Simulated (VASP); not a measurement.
Al2Pt, 3 atoms in the cell. Symmetry: I4/mmm, No. 139, tetragonal system. The conventional cell has a = 4.179 Å, b = 4.179 Å, c = 5.851 Å, α = 90.00°, β = 90.00°, γ = 90.00°. Within 3.4 Å of Al (site symmetry -4m2) lie 4 Pt at 2.55 Å and 6 Al at 2.93 to 2.96 Å. Within 3.4 Å of Pt (site symmetry 4/mmm) lie 8 Al at 2.55 Å.  This cell differs from its parent crystal: zz strain of -1 %.

```yaml
Program: VASP 6.6.1
Task: single point
Functional: LDA
Potentials_or_basis: VASP PAW LDA potentials, release 64 (Al, Pt)
Cutoff: 520 eV
k_mesh: 12 × 12 × 12
Occupations: fermi-dirac, width 0.08 eV
Spin: no spin polarisation
Dipole_correction: no
Further_INCAR_settings: ALGO = Normal; EDIFF = 1e-06; NBANDS = 15
```

Potentials or basis: VASP PAW LDA potentials, release 64 (Al, Pt).

Launch:

```console
$ cat potpaw_LDA.64/Al/POTCAR potpaw_LDA.64/Pt/POTCAR > POTCAR
$ mpirun -np 1 vasp_std > vasp.out
```

Hardware: 1 thread of Intel(R) Xeon(R) Platinum 8259CL CPU @ 2.50GHz (Skylake/Cascade Lake), with other jobs on the host.

Question: Estimate the wall time of this run.

Answer: Run time: 65 s on 1 thread of Intel(R) Xeon(R) Platinum 8259CL CPU @ 2.50GHz (Skylake/Cascade Lake), with other jobs on the host, peak memory 0.25 GiB. Counts: scf iterations 12, k points 163.
